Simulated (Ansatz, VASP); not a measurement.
# Hg in VASP and in Ansatz

```
CELL_PARAMETERS angstrom
-1.71195 1.71195 1.71195
1.71195 -1.71195 1.71195
1.71195 1.71195 -1.71195
ATOMIC_POSITIONS crystal
Hg 0.00000 0.00000 0.00000
```

Change from the starting cell: volume scaled by 0.84, PAW files.

Alike in both runs: task single point; functional PBEsol; k mesh 15 × 15 × 15; occupations fermi-dirac, width 0.08 eV; no spin polarisation.

```csv
,VASP,Ansatz
version,VASP 6.6.1,Ansatz 0.2.0
potentials or method,"VASP PAW PBE potentials, release 64 (Hg)","PAW with Ansatz's default frozen-core files, scalar-relativistic"
plane-wave cutoff (eV),520,420
valence electrons in the cell,12,20
```

|  | VASP | Ansatz | Ansatz less VASP |
| --- | --- | --- | --- |
| pressure (GPa) | 12.6 | 11.7 | -0.87 |

VASP's potentials were made for PBE, not for PBEsol. With one functional, cell and mesh, what is left measures potentials, basis and numerics. VASP's potentials hold 12 valence electrons a cell and Ansatz's 20, so a difference there can come from the potentials and not from the codes.

Spin-orbit coupling is off throughout.
